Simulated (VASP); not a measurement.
Write the native input for VASP 6.6.1 that does the following.

| Property | Result |
| --- | --- |
| Task | single point |
| Functional | LDA |
| Potentials or basis | VASP PAW LDA potentials, release 64 (Pt, Ti_sv) |
| Cutoff | 520 eV |
| k mesh | 7 × 7 × 7 |
| Occupations | fermi-dirac, width 0.05 eV |
| Spin | no spin polarisation |
| Dipole correction | no |
| Further INCAR settings | ALGO = Normal; EDIFF = 1e-07; NBANDS = 29 |

The structure of TiPt3 lies in POSCAR:

```
TiPt3
1.0
    3.8970000000      0.0000000000      0.0000000000
    0.0000000000      3.8970000000      0.0000000000
    0.0000000000      0.0000000000      3.8970000000
Pt Ti
3 1
Direct
    0.5000000000      0.5000000000      0.0000000000
    0.5000000000      0.0000000000      0.5000000000
    0.0000000000      0.5000000000      0.5000000000
    0.0000000000      0.0000000000      0.0000000000
```

These files were run (other wordings do the same):

INCAR

```
SYSTEM = TiPt3
PREC     = Accurate       ! precision mode
ENCUT    = 520            ! plane-wave cutoff, eV
EDIFF    = 1E-7           ! SCF threshold, eV
ISMEAR   = -1             ! smearing method
SIGMA    = 0.05           ! smearing width, eV
LREAL    = .FALSE.        ! projectors in reciprocal space
LASPH    = .TRUE.         ! aspherical terms in the spheres
NELM     = 60             ! most SCF steps
ALGO     = Normal         ! electronic algorithm
ISIF     = 2              ! what is computed and relaxed
LWAVE    = .FALSE.        ! write WAVECAR
LCHARG   = .FALSE.        ! write CHGCAR
NBANDS   = 29             ! bands
```

KPOINTS

```
Automatic mesh
0
G
  7 7 7
  0 0 0
```

Potentials or basis: VASP PAW LDA potentials, release 64 (Pt, Ti_sv).

Launch:

```bash
$ cat potpaw_LDA.64/Pt/POTCAR potpaw_LDA.64/Ti_sv/POTCAR > POTCAR
$ mpirun -np 1 vasp_std > vasp.out
```

It gave:

```json
{
 "Pressure": "-4.3 GPa",
 "Band gap on the k mesh": "zero (band 21 reaches 13.10 eV, above the bottom of band 22 at 11.59 eV)"
}
```

Caveat: spin-orbit coupling is left out, which moves the levels of the heavy elements.

Run time: 33 s on 1 thread of Intel(R) Xeon(R) Platinum 8488C (Sapphire Rapids), on a shared host, peak memory 0.16 GiB.
